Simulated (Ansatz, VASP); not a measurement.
One calculation of BN, two programs

The input INCAR:

```
SYSTEM = BN
ALGO = Normal
EDIFF = 1E-6
ENCUT = 520
GGA = PS
ISIF = 2
ISMEAR = -1
LASPH = .TRUE.
LCHARG = .FALSE.
LREAL = .FALSE.
LWAVE = .FALSE.
NBANDS = 11
NELM = 100
PREC = Accurate
SIGMA = 0.03
```

KPOINTS

```
k-points
0
G
  13 13 13
  0 0 0
```

POSCAR

```
BN
1.0
    0.0542250000      1.8346125000      1.8346125000
    1.8346125000      0.0542250000      1.8346125000
    1.8346125000      1.8346125000      0.0542250000
B N
1 1
Direct
    0.0000000000      0.0000000000      0.0000000000
    0.7500000000      0.7500000000      0.7500000000
```

Input for Ansatz:

```yaml
crystal:
  lattice:
    - [0.054225, 1.8346125, 1.8346125]
    - [1.8346125, 0.054225, 1.8346125]
    - [1.8346125, 1.8346125, 0.054225]
  atoms:
    - { symbol: B, position: [0.0, 0.0, 0.0] }
    - { symbol: "N", position: [0.75, 0.75, 0.75] }
kpoints:
  mp_grid: { grid: [13, 13, 13] }
  band_path:
    path:
      - [0.0, 0.0, 0.0]
      - [-0.5, -0.5, -0.5]
      - [-0.5, -0.2428775097, -0.7571224903]
      - [-0.2428775097, 0.2428775097, -0.5]
      - [0.0, 0.0, -0.5]
      - [0.0, 0.0, 0.0]
      - [0.0, 0.3714387548, -0.3714387548]
      - [-0.3714387548, 0.0, -0.6285612452]
      - [-0.5, 0.0, -0.5]
    npoints: 5
scf:
  occupations: { method: fermi_dirac, width: 0.03 }
hamiltonian:
  xc: pbesol
  pseudopotentials: { kind: all_electron, lapw: { basis_error: 0.001 } }
output:
  forces: true
  stress: true
  eigenvalues: true
```

Change from the starting cell: equal xy, yz and zx shear strains of +3 %.

Alike in both runs: task single point; functional PBEsol; k mesh 13 × 13 × 13; occupations fermi-dirac, width 0.03 eV; no spin polarisation.

```csv
,VASP,Ansatz
version,VASP 6.6.1,Ansatz 0.2.0
potentials or method,"VASP PAW PBE potentials, release 64 (B, N), cutoff 520 eV","all-electron LAPW, scalar-relativistic"
```

```csv
,VASP,Ansatz,Ansatz less VASP
gap on the k mesh at the Fermi level (eV),4.23,4.24,+0.008
pressure (GPa),-1.1,-1.7,-0.58
"traceless stress, the component that is largest in VASP (GPa)",-13.23,-13.12,+0.105
rms of the force components (eV/Å),0.013,0.006,-0.0067
```

VASP's potentials were made for PBE, not for PBEsol. Atom by atom the forces differ by 0.007 eV/Å (rms over components). Ansatz ran all-electron here, and VASP with PAW potentials.
